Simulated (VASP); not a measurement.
Here is a VASP 6.6.1 calculation.

Contents of INCAR:

```
  ALGO = Normal
  EDIFF = 1E-6
  ENCUT = 520
  GGA = PS
  ISIF = 2
  ISMEAR = -1
  LASPH = True
  LCHARG = False
  LREAL = False
  LWAVE = False
  NBANDS = 32
  NELM = 60
  PREC = Accurate
  SIGMA = 0.2
```

Contents of KPOINTS:

```
k-points
0
Gamma
  3 3 3
```

The input POSCAR:

```
Ca3PbN
1.0
    5.9539870000      0.0000000000      0.0000000000
    0.0000000000      5.9539870000      0.0000000000
    0.0000000000      0.0000000000      5.9539870000
Ca Pb N
3 1 1
Direct
    0.5000000000      0.5000000000      0.0000000000
    0.5000000000      0.0000000000      0.5000000000
    0.0000000000      0.5000000000      0.5000000000
    0.5000000000      0.5000000000      0.5000000000
    0.0000000000      0.0000000000      0.0000000000
```

Potentials or basis: VASP PAW PBE potentials, release 64 (Ca_sv, Pb_d, N).

Launch:

```sh
$ cat potpaw_PBE.64/Ca_sv/POTCAR potpaw_PBE.64/Pb_d/POTCAR potpaw_PBE.64/N/POTCAR > POTCAR
$ mpirun -np 1 vasp_std > vasp.out
```

Estimate the band gap on the k mesh.

zero (an odd number of electrons rules out a gap without spin polarisation).

Predict the pressure.

-1.5 GPa.

Caveat: the PAW data sets were made with another functional, which shifts forces and pressure a little; spin-orbit coupling is left out, which moves the levels of the heavy elements.
